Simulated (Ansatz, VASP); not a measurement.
## SnSbS in VASP and in Ansatz

```
Sn Sb S
1.0
     3.80877    0.00000    0.00000
     0.00000    3.80877    0.00000
     0.00000    0.00000    6.15663
Sn Sb S
1 1 1
Direct
  0.00000 0.00000 0.50000
  0.00000 0.00000 0.00000
  0.50000 0.50000 0.00000
```

Alike in both runs: task relaxation of cell and atoms; functional PBE; k mesh 12 × 12 × 8; occupations gaussian, width 0.1 eV; no spin polarisation.

|  | VASP | Ansatz |
| --- | --- | --- |
| version | VASP 6.6.1 | Ansatz 0.2.0 |
| potentials or method | VASP PAW PBE potentials, release 64 (Sn_d, Sb, S), cutoff 500 eV | scalar-relativistic, plane waves, PAW |
| valence electrons in the cell | 25 | 35 |

|  | VASP | Ansatz | Ansatz less VASP |
| --- | --- | --- | --- |
| gap on the k mesh at the Fermi level, each at its own relaxed structure (eV) | none | none | - |
| relaxed volume (Å³/atom) | 29.68 | 29.76 | +0.075 |
| relaxed length of the cell vector where the two differ most in proportion (Å) | 3.782 | 3.785 | +0.0038 |

A gap of «none» marks a metal or a gap that the smearing closes. VASP's potentials hold 25 valence electrons a cell and Ansatz's 35, so a difference there can come from the potentials and not from the codes.

Spin-orbit coupling is off throughout.
